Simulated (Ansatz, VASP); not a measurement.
NaI: VASP beside Ansatz

```xyz
2
Lattice="0.0000 3.1717 3.2364 3.1717 0.0000 3.2364 3.1717 3.1717 0.0000" Properties=species:S:1:pos:R:3 pbc="T T T"
Na    0.0000    0.0000    0.0000
I     3.1717    3.1717    3.2364
```

Change from the starting cell: equal xx and yy strain of -2 %, crystal datasets.

Alike in both runs: task electric field gradients; functional LDA; k mesh 8 × 8 × 8; occupations fermi-dirac, width 0.02 eV; no spin polarisation.

```csv
,VASP,Ansatz
version,VASP 6.6.1,Ansatz 0.2.0
potentials or method,"VASP PAW LDA potentials, release 64 (Na_pv, I), cutoff 520 eV","all-electron PAW with datasets made for the crystal, scalar-relativistic"
```

VASP gave:

| Item | Value |
| --- | --- |
| gap on the k mesh at the Fermi level (eV) | 3.44 |
| pressure (GPa) | -1.0 |
| traceless stress, the component that is largest in VASP (GPa) | -0.33 |
| size of Vzz on the site where it differs most (V/Å²) | 0.8 |

Task: What did Ansatz give for the same quantities?

Result: gap on the k mesh at the Fermi level (eV): 3.43; pressure (GPa): -1.1; traceless stress, the component that is largest in VASP (GPa): -0.32; size of Vzz on the site where it differs most (V/Å²): 1.3.

LDA's correlation is that of Perdew and Zunger in VASP and of Perdew and Wang (1992) in Ansatz. Ansatz ran all-electron here, and VASP with PAW potentials.

Spin-orbit coupling is off throughout.
